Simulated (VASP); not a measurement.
TiSi16 (a cell with a defect), 17 atoms in the cell. The cell holds a defect, 17 atoms: a = 7.679 Å, b = 7.679 Å, c = 7.679 Å, α = 60.00°, β = 60.00°, γ = 60.00°. 

* Program: VASP 6.6.1
* Task: single point
* Functional: PBE
* Potentials or basis: VASP PAW PBE potentials, release 64 (Si, Ti_sv)
* Cutoff: 520 eV
* k mesh: 2 × 2 × 2
* Occupations: fermi-dirac, width 0.02 eV
* Spin: no spin polarisation
* Dipole correction: no
* Further INCAR settings: LREAL = Auto; ALGO = Normal; EDIFF = 1e-06; NBANDS = 52

Potentials or basis: VASP PAW PBE potentials, release 64 (Si, Ti_sv).

The run is started by

```console
$ cat potpaw_PBE.64/Si/POTCAR potpaw_PBE.64/Ti_sv/POTCAR > POTCAR
$ mpirun -np 1 vasp_std > vasp.out
```

Hardware: 1 thread of Intel(R) Xeon(R) 6975P-C (Granite Rapids), with other jobs on the host.

Question: Estimate the wall time of this run.

Answer: Run time: 2.3 min on 1 thread of Intel(R) Xeon(R) 6975P-C (Granite Rapids), with other jobs on the host, peak memory 0.49 GiB. Counts: scf iterations 16, k points 8.
